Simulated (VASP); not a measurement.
Write the native input for VASP 6.6.1 that does the following.

```
Task                   : single point
Functional             : PBE
Potentials or basis    : VASP PAW PBE potentials, release 64 (Ni, O)
Cutoff                 : 520 eV
k mesh                 : 10 × 10 × 10
Occupations            : fermi-dirac, width 0.05 eV
Spin                   : collinear spin, ferromagnetic start
Starting moments       : [1.0, 0.0] μB
Dipole correction      : no
Further INCAR settings : ALGO = Normal; EDIFF = 1e-06; NBANDS = 19
```

The structure of NiO lies in POSCAR:

```
NiO
1.0
    0.0000000000      2.2845750783      2.2845750783
    2.2845750783      0.0000000000      2.2845750783
    2.2845750783      2.2845750783      0.0000000000
Ni O
1 1
Direct
    0.0000000000      0.0000000000      0.0000000000
    0.7500000000      0.7500000000      0.7500000000
```

This cell differs from its parent crystal: volume scaled by 1.06.

One way to write it, as run:

INCAR

```
ALGO = Normal
EDIFF = 1E-6
ENCUT = 520
GGA = PE
ISIF = 2
ISMEAR = -1
ISPIN = 2
LASPH = True
LCHARG = False
LMAXMIX = 4
LORBIT = 11
LREAL = False
LWAVE = False
MAGMOM = 1 0
NBANDS = 19
NELM = 150
PREC = Accurate
SIGMA = 0.05
```

KPOINTS

```
k-points
0
Gamma
  10 10 10
```

Potentials or basis: VASP PAW PBE potentials, release 64 (Ni, O).

Launch:

```console
$ cat potpaw_PBE.64/Ni/POTCAR potpaw_PBE.64/O/POTCAR > POTCAR
$ mpirun -np 1 vasp_std > vasp.out
```

It gave:

| Item | Value |
| --- | --- |
| Pressure | -7.1 GPa |
| Band gap on the k mesh | zero (filled and empty bands overlap) |
| Net moment | 1.97 μB per cell |
| Site moments | Ni +1.54; O +0.37 μB |
| Valence electrons inside the program's atomic spheres | Ni 8.99; O 4.95 |

Caveat: a cell with one magnetic atom can't hold antiferromagnetic order, which such compounds often take; semilocal functionals often make such compounds metallic where correlation or magnetic order opens a gap, which also shifts bond lengths.

It took 27 s on 1 thread of Intel(R) Xeon(R) Platinum 8488C (Sapphire Rapids), on a shared host, peak memory 0.17 GiB.
